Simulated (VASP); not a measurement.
# MnO2 (P-3m1) in VASP: further runs, part 2 of 2

VASP 6.6.1.

## Step 4: Single point, PBE+U, collinear spin, ferrimagnetic start (volume scaled by 0.945)

Input file INCAR:

```
  ALGO = Normal
  EDIFF = 1E-6
  ENCUT = 520
  GGA = PE
  ISIF = 2
  ISMEAR = 0
  ISPIN = 2
  LASPH = True
  LCHARG = False
  LDAU = True
  LDAUJ = 0 0
  LDAUL = 2 -1
  LDAUPRINT = 1
  LDAUTYPE = 2
  LDAUU = 3.9 0
  LMAXMIX = 4
  LORBIT = 11
  LREAL = False
  LWAVE = False
  MAGMOM = 3.15 -0.15 -0.15
  NBANDS = 24
  NELM = 150
  PREC = Accurate
  SIGMA = 0.05
```

Input file KPOINTS:

```
k-points
0
Gamma
  10 10 6
```

Input file POSCAR:

```
MnO2
1.0
    2.9176070627      0.0000000000      0.0000000000
   -1.4588035313      2.5267218345      0.0000000000
    0.0000000000      0.0000000000      5.2137478379
Mn O
1 2
Direct
    0.0000000000      0.0000000000      0.0000000000
    0.3333333333      0.6666666667      0.1826645439
    0.6666666667      0.3333333333      0.8173354561
```

Run with:

```console
$ cat potpaw_PBE.64/Mn_pv/POTCAR potpaw_PBE.64/O/POTCAR > POTCAR
$ mpirun -np 1 vasp_std > vasp.out
```

It took 3.3 min on 1 thread of AMD EPYC 9R45, shared host; peak memory 0.21 GiB.

The run converged. Its results:

```
Free energy                                           : -21.2578 eV
Pressure                                              : 0.8 GPa
Largest force                                         : 0.092 eV/Å
Band gap on the k mesh                                : 1.80 eV, indirect (least direct gap 1.98 eV)
Net moment                                            : 3.00 μB per cell
Site moments                                          : Mn +3.23; O -0.12 μB
Valence electrons inside the program's atomic spheres : Mn 11.60; O 4.99
```

Forces in eV/Å, atoms in the order of the input:
```
Mn   0.000  0.000  0.000
O    0.000  0.000  0.092
O    0.000  0.000 -0.092
```

Stress tensor (GPa, compression positive):
```
0.73 0.00 0.00
0.00 0.73 0.00
0.00 0.00 0.82
```

Levels at points of the mesh, in eV from the valence-band top:
Spin up:
```
           k point  band 12  band 13  band 14  band 15  band 16  band 17
(0.00, 0.00, 0.00)    -0.47    -0.47    -0.44     3.14     3.14     7.21
(0.50, 0.00, 0.00)    -1.96    -1.43    -1.14     2.31     3.00    12.00
(0.00, 0.00, 0.50)    -0.48    -0.48    -0.47     3.15     3.15     9.06
(0.50, 0.00, 0.50)    -1.94    -1.52    -0.91     2.31     2.97    11.51
```
Spin down:
```tsv
k point	band 9	band 10	band 11	band 12	band 13	band 14
(0.00, 0.00, 0.00)	-0.69	-0.69	-0.61	3.04	3.04	4.35
(0.50, 0.00, 0.00)	-2.08	-1.95	-1.26	3.11	3.65	3.92
(0.00, 0.00, 0.50)	-1.23	-0.70	-0.70	3.04	3.04	4.37
(0.50, 0.00, 0.50)	-2.06	-1.92	-1.03	3.12	3.65	3.92
```

Eigenvalues of the final occupation matrices:
| site | spin | trace | eigenvalues |
| --- | --- | --- | --- |
| site 1 d | 1 | 4.01 | 0.56 0.56 0.96 0.96 0.96 |
| site 1 d | 2 | 0.84 | 0.07 0.08 0.08 0.31 0.31 |

Caveat: the cell differs from its parent crystal (volume scaled by 0.945); a cell with one magnetic atom can't hold antiferromagnetic order, which such compounds often take. A k mesh can miss the band edges.

## Step 5: Single point, PBE+U, collinear spin, ferrimagnetic start

This run uses another cell than the first one, of 12.86 Å³/atom, 1.005 times its volume.

Input file INCAR:

```
PREC     = Accurate       # precision mode
ENCUT    = 520            # plane-wave cutoff, eV
EDIFF    = 1E-6           # SCF threshold, eV
ISMEAR   = 0              # smearing method
SIGMA    = 0.05           # smearing width, eV
LREAL    = False          # projectors in reciprocal space
LASPH    = True           # aspherical terms in the spheres
NELM     = 150            # most SCF steps
ALGO     = Normal         # electronic algorithm
ISIF     = 2              # what is computed and relaxed
LWAVE    = False          # write WAVECAR
LCHARG   = False          # write CHGCAR
ISPIN    = 2              # spin polarisation
MAGMOM   = 3.15 -0.15 -0.15 # initial moments
LORBIT   = 11             # projections on sites
LMAXMIX  = 4              # l up to which the mixer works
LDAU     = True           # DFT+U
LDAUTYPE = 2            
LDAUL    = 2 -1           # shell
LDAUU    = 3.9 0          # U, eV
LDAUJ    = 0 0          
LDAUPRINT= 1            
GGA      = PE             # functional
NBANDS   = 24             # bands
```

Input file KPOINTS:

```
regular mesh
0
Gamma
  10 10 6
```

Input file POSCAR:

```
MnO2
1.0
    2.9199502263      0.0000000000      0.0000000000
   -1.4599751132      2.5287510737      0.0000000000
    0.0000000000      0.0000000000      5.2240579392
Mn O
1 2
Direct
    0.0000000000      0.0000000000      0.0000000000
    0.3333333333      0.6666666667      0.1821724361
    0.6666666667      0.3333333333      0.8178275639
```

Run with:

```console
$ cat potpaw_PBE.64/Mn_pv/POTCAR potpaw_PBE.64/O/POTCAR > POTCAR
$ mpirun -np 1 vasp_std > vasp.out
```

Run time: 3.8 min. Hardware: 1 thread of AMD EPYC 9R45, shared host; peak memory 0.21 GiB.

Results (log left out):

```yaml
Free_energy: -21.2581 eV
Pressure: 0.6 GPa
Largest_force: 0.088 eV/Å
Band_gap_on_the_k_mesh: 1.79 eV, indirect (least direct gap 1.97 eV)
Net_moment: 3.00 μB per cell
Site_moments: Mn +3.24; O -0.13 μB
Valence_electrons_inside_the_program's_atomic_spheres: Mn 11.60; O 4.98
```

Forces on the atoms (eV/Å):
```
Mn   0.000  0.000  0.000
O    0.000  0.000  0.088
O    0.000  0.000 -0.088
```

Stress tensor (GPa, compression positive):
```
0.46 0.00 0.00
0.00 0.46 0.00
0.00 0.00 0.77
```

Levels at points of the mesh, in eV from the valence-band top:
Spin up:
```
           k point  band 10  band 11  band 12  band 13  band 14  band 15  band 16  band 17  band 18  band 19
(0.00, 0.00, 0.00)    -3.48    -0.73    -0.47    -0.47    -0.44     3.13     3.13     7.19    10.66    13.20
(0.50, 0.00, 0.00)    -3.11    -2.53    -1.96    -1.43    -1.14     2.30     2.99    11.99    12.85    13.99
(0.00, 0.00, 0.50)    -3.48    -1.06    -0.48    -0.48    -0.48     3.14     3.14     9.03     9.15    12.57
(0.50, 0.00, 0.50)    -3.11    -2.50    -1.94    -1.52    -0.91     2.30     2.96    11.50    12.89    13.85
```
Spin down:
```
           k point  band 8  band 9  band 10  band 11  band 12  band 13  band 14  band 15
(0.00, 0.00, 0.00)   -3.81   -0.70    -0.70    -0.62     3.04     3.04     4.34     5.17
(0.50, 0.00, 0.00)   -3.03   -2.09    -1.94    -1.26     3.11     3.65     3.91     4.65
(0.00, 0.00, 0.50)   -3.56   -1.22    -0.71    -0.71     3.04     3.04     4.37     5.18
(0.50, 0.00, 0.50)   -3.05   -2.07    -1.91    -1.04     3.12     3.65     3.92     4.62
```

Eigenvalues of the final occupation matrices:
| site | spin | trace | eigenvalues |
| --- | --- | --- | --- |
| site 1 d | 1 | 4.01 | 0.56 0.56 0.96 0.96 0.96 |
| site 1 d | 2 | 0.84 | 0.07 0.07 0.07 0.31 0.31 |

Caveat: a cell with one magnetic atom can't hold antiferromagnetic order, which such compounds often take. The state reached can hang on the start; a lower one may exist.

## Step 6: Overview

```tsv
cell	gap on the mesh (eV)	pressure (GPa)	moment (μB)	largest force (eV/Å)
a = 2.923, b = 2.923, c = 5.186 Å, angles 90.0, 90.0, 120.0°, 3 atoms	1.77	0.3	3.00	0.08
a = 2.920, b = 2.920, c = 5.184 Å, angles 90.0, 90.0, 120.0°, 3 atoms	1.78	0.6	3.00	0.09
a = 2.918, b = 2.918, c = 5.214 Å, angles 90.0, 90.0, 120.0°, 3 atoms	1.80	0.8	3.00	0.09
a = 2.920, b = 2.920, c = 5.224 Å, angles 90.0, 90.0, 120.0°, 3 atoms	1.79	0.6	3.00	0.09
```

Alike in all rows: task single point; level PBE+U; potentials or basis VASP PAW PBE potentials, release 64 (Mn_pv, O); spin collinear, ferrimagnetic start; Mn d U = 3.9 eV; k mesh 10 × 10 × 6; cutoff (eV) 520; smearing gaussian 0.05 eV.

Caveats: a cell with one magnetic atom can't hold antiferromagnetic order, which such compounds often take.

Absolute energies hang on the potentials; compare differences alone.
